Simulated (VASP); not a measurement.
Runs of VASP 6.6.1 on Nb. The structure is that of space group Fd-3m (No. 227), or close to it. The cells are those of the table. This isn't the form of Nb at room conditions, which is bcc.

```csv
task,cell,gap on the mesh (eV),pressure (GPa)
relaxation of cell and atoms,"relaxed to 15 GPa from a = 4.080 Å, angles 60.0°, 2 atoms",none,15.1
single point,"a = 3.909 Å, angles 60.0°, 2 atoms",none,15.0
single point,"a = 3.795 Å, angles 60.0°, 2 atoms",none,(a)
relaxation of cell and atoms,"relaxed to 45 GPa from a = 4.080 Å, angles 60.0°, 2 atoms",none,44.9
single point,"a = 4.101 Å, angles 60.0°, 2 atoms",none,0.0
relaxation of cell and atoms,"relaxed from a = 4.080 Å, angles 60.0°, 2 atoms",none,0.0
relaxation of cell and atoms,"relaxed to 30 GPa from a = 4.080 Å, angles 60.0°, 2 atoms",none,30.0
single point,"a = 3.705 Å, angles 60.0°, 2 atoms",none,45.2
```

Alike in all rows: level PBEsol; potentials or basis VASP PAW PBE potentials, release 64 (Nb_sv); no spin polarisation; k mesh 7 × 7 × 7; cutoff (eV) 500; smearing gaussian 0.1 eV.

Question: Estimate the missing entries.

Answer: (a) 30.1.

Caveats: the PAW data sets were made with another functional, which shifts forces and pressure a little; the cell is relaxed towards a set pressure, so the run minimises the enthalpy, not the energy (at least some runs); the cell stands under pressure (at least some runs).

A k mesh can miss the band edges, and the runs leave out spin-orbit coupling on Nb.

A gap of «none» marks levels without a gap at the run's occupations.
